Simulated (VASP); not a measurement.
# Mg6F in VASP: further runs, part 2 of 2

VASP 6.6.1. Earlier steps stand in the parts before.

## (5) Single point, PBE

The input, INCAR:

```
SYSTEM = Mg6F
  PREC = Accurate
  ENCUT = 520
  EDIFF = 1E-7
  ISMEAR = 0
  SIGMA = 0.1
  LREAL = .False.
  LASPH = .True.
  NELM = 100
  ALGO = Normal
  ISIF = 2
  LWAVE = .False.
  LCHARG = .True.
  LDIPOL = .True.
  IDIPOL = 3
  DIPOL = 0.5 0.5 0.321
  GGA = PE
  LELF = .True.
  LVHAR = .True.
  LVACPOTAV = .True.
  NBANDS = 18
```

The input, KPOINTS:

```
regular mesh
0
Gamma
  9 4 1
  0 0 0
```

The input, POSCAR:

```
Mg6F
1.0
    3.2034417932      0.0000000000      0.0000000000
   -1.6017208966      7.8153198520      0.0000000000
    0.0000000000      0.0000000000     20.9851131634
Mg F
6 1
Direct
    0.8493879956      0.6987759913      0.1906113143
    0.5210014932      0.0420029864      0.2197581863
    0.1926149907      0.3852299814      0.2489050583
    0.3710660944      0.7414803149      0.3283003664
    0.0426232582      0.0834482649      0.3542380799
    0.7128162912      0.4251093731      0.3805132287
    0.7128162912      1.3001093731      0.5249012992
```

Potentials or basis: VASP PAW PBE potentials, release 64 (Mg, F).

Launch:

```bash
> cat potpaw_PBE.64/Mg/POTCAR potpaw_PBE.64/F/POTCAR > POTCAR
> mpirun -np 1 vasp_std > vasp.out
```

OUTCAR:

```text
SYSTEM = Mg6F
   PREC = Accurate
   ENCUT = 520
   EDIFF = 1E-7
   ISMEAR = 0
   LREAL = .False.
   LASPH = .True.
   NELM = 100
   ISIF = 2
   GGA = PE

 ion  position               nearest neighbor table
   1  0.849  0.699  0.191-   3 3.17   3 3.17   2 3.18   2 3.18   4 3.32   4 3.32
   2  0.521  0.042  0.220-   3 3.18   3 3.18   1 3.18   1 3.18   5 3.26   5 3.26   4 3.27
   3  0.193  0.385  0.249-   1 3.17   1 3.17   2 3.18   2 3.18   6 3.21   6 3.21   5 3.23   4 3.24

[... 631 lines left out ...]
  Total       -3.0238643     -0.7340368     -4.6598742     -0.3633084      0.5762757     -0.0801481
  in kB       -9.2214237     -2.2384816    -14.2105165     -1.1079268      1.7573812     -0.2444156
  external PRESSURE =      -8.5568073 kB  Pullay stress =       0.0000000 kB

 VOLUME and BASIS-vectors are now :
 -----------------------------------------------------------------------------
  energy-cutoff  :      520.00
  volume of cell :      525.38
      direct lattice vectors                 reciprocal lattice vectors
     3.203441793  0.000000000  0.000000000     0.312164249  0.063976908  0.000000000
    -1.601720897  7.815319852  0.000000000     0.000000000  0.127953816  0.000000000
     0.000000000  0.000000000 20.985113163     0.000000000  0.000000000  0.047652829

 POSITION                                       TOTAL-FORCE (eV/Angst)
 -----------------------------------------------------------------------------------
      1.60172      5.46116      4.00000         0.001226      0.068612      0.103395
      1.60172      0.32827      4.61165        -0.000400     -0.069840      0.023356
      0.00000      3.01070      5.22330         0.002965      0.005180     -0.063567
      0.00104      5.79491      6.88942        -0.000425      0.017636     -0.018117
      0.00288      0.65217      7.43373        -0.007153     -0.037883      0.229266
      1.60256      3.32237      7.98511         0.026985     -0.190163      1.141171
      1.80277      2.34545     11.01511        -0.023197      0.206458     -1.415504
 -----------------------------------------------------------------------------------
    total drift:                                0.000470     -0.000371     -0.000468

  FREE ENERGIE OF THE ION-ELECTRON SYSTEM (eV)
  ---------------------------------------------------
  free  energy   TOTEN  =        -9.4457448914 eV

  energy  without entropy=       -9.4135918669  energy(sigma->0) =       -9.42966838

 vacuum level on the upper side and lower side of the slab         5.336         0.050
```

OSZICAR:

```text
N       E                     dE             d eps       ncg     rms          rms(c)
DAV:   1     0.977000830597E+02    0.97700E+02   -0.48920E+03   708   0.657E+02
DAV:   2     0.115845207825E+02   -0.86116E+02   -0.78083E+02   986   0.114E+02
DAV:   3    -0.133251657594E+02   -0.24910E+02   -0.24531E+02   852   0.636E+01
[... 31 lines left out ...]
DAV:  35    -0.944574411011E+01   -0.76716E-06   -0.42893E-08   574   0.103E-03    0.123E-03
DAV:  36    -0.944574456648E+01   -0.45637E-06   -0.30975E-08   562   0.759E-04    0.153E-03
DAV:  37    -0.944574471816E+01   -0.15169E-06   -0.44942E-08   570   0.717E-04    0.424E-04
DAV:  38    -0.944574482051E+01   -0.10235E-06   -0.56483E-09   550   0.364E-04    0.162E-04
DAV:  39    -0.944574489141E+01   -0.70895E-07   -0.56776E-09   510   0.251E-04
   1 F= -.94457449E+01 E0= -.94296684E+01  d E =-.321530E-01
```

stdout:

```text
POSCAR found type information on POSCAR MgF
 POSCAR found :  2 types and       7 ions
 scaLAPACK will be used
 LDA part: xc-table for (Slater+PW92), standard interpolation
 -----------------------------------------------------------------------------
[... 33 lines left out ...]
|     Did not find any points to average over, which means that no vacuum     |
|     field-free region was found. Please increase the size of  your cell     |
|     in the dimension of the dipole correction to obtain accurate            |
|     workfunction values.                                                    |
|                                                                             |
 -----------------------------------------------------------------------------
```

Run time: 13 min. Hardware: 1 thread of Oxide Virtual Turin-like, shared host; peak memory 0.53 GiB.

Results:

| Property | Result |
| --- | --- |
| Free energy | -9.4457 eV |
| Largest force | 1.431 eV/Å |
| Band gap on the k mesh | zero (an odd number of electrons rules out a gap without spin polarisation) |

Forces on the atoms (eV/Å):
```
Mg   0.001  0.069  0.103
Mg   0.000 -0.070  0.023
Mg   0.003  0.005 -0.064
Mg   0.000  0.018 -0.018
Mg  -0.007 -0.038  0.229
Mg   0.027 -0.190  1.141
F   -0.023  0.206 -1.416
```

Caveat: an odd number of electrons without spin polarisation forces a metal; a magnetic or distorted state may lie lower.

## (6) Single point, PBE

The input, INCAR:

```
PREC     = Accurate       # precision mode
ENCUT    = 520            # plane-wave cutoff, eV
EDIFF    = 1E-6           # SCF threshold, eV
ISMEAR   = 0              # smearing method
SIGMA    = 0.1            # smearing width, eV
LREAL    = False          # projectors in reciprocal space
LASPH    = True           # aspherical terms in the spheres
NELM     = 100            # most SCF steps
ALGO     = Normal         # electronic algorithm
ISIF     = 2              # what is computed and relaxed
LWAVE    = False          # write WAVECAR
LCHARG   = False          # write CHGCAR
LDIPOL   = True         
IDIPOL   = 3            
DIPOL    = 0.5 0.5 0.311
GGA      = PE             # functional
NBANDS   = 18             # bands
```

The input, KPOINTS:

```
regular mesh
0
Gamma
  9 4 1
```

Edit POSCAR of step 5 so:

```diff
@@ -14,2 +14,2 @@
     0.7128162912      0.4251093731      0.3805132287
-    0.7128162912      1.3001093731      0.5249012992
+    0.7128162912      0.5501093731      0.4562812261
```

Potentials or basis: VASP PAW PBE potentials, release 64 (Mg, F).

Launch:

```bash
> cat potpaw_PBE.64/Mg/POTCAR potpaw_PBE.64/F/POTCAR > POTCAR
> mpirun -np 1 vasp_std > vasp.out
```

Wall time 7.3 min (1 thread of Oxide Virtual Turin-like, shared host); peak memory 0.54 GiB.

It converged, with:

* Free energy: -12.5737 eV
* Largest force: 1.418 eV/Å
* Band gap on the k mesh: zero (an odd number of electrons rules out a gap without spin polarisation)

Forces on the atoms (eV/Å):
```
Mg   0.001  0.050  0.149
Mg  -0.003 -0.069  0.019
Mg  -0.005  0.057 -0.011
Mg   0.028  0.034  0.095
Mg  -0.003 -0.040 -0.029
Mg   0.005  0.292  1.156
F   -0.024 -0.324 -1.380
```

Levels at points of the mesh, in eV from the Fermi level:
| k point | band 8 | band 9 | band 10 | band 11 | band 12 | band 13 |
| --- | --- | --- | --- | --- | --- | --- |
| (0.00, 0.00, 0.00) | -1.87 | -1.48 | -1.13 | -0.13 | 1.19 | 2.15 |
| (0.00, 0.50, 0.00) | -1.87 | -0.85 | -0.30 | -0.13 | 0.17 | 1.57 |

Caveat: an odd number of electrons without spin polarisation forces a metal; a magnetic or distorted state may lie lower.

## (7) Overview

```tsv
cell	gap on the mesh (eV)	largest force (eV/Å)
as given, atomic positions A	none	1.36
as given, atomic positions B	none	0.77
as given, atomic positions C	none	2.98
as given, atomic positions D	none	1.43
as given, atomic positions E	none	1.42
```

Alike in all rows: task single point; level PBE; potentials or basis VASP PAW PBE potentials, release 64 (Mg, F); no spin polarisation; k mesh 9 × 4 × 1; cutoff (eV) 520; smearing gaussian 0.1 eV.

Caveats: an odd number of electrons without spin polarisation forces a metal; a magnetic or distorted state may lie lower.

Absolute energies hang on the potentials; compare differences alone.
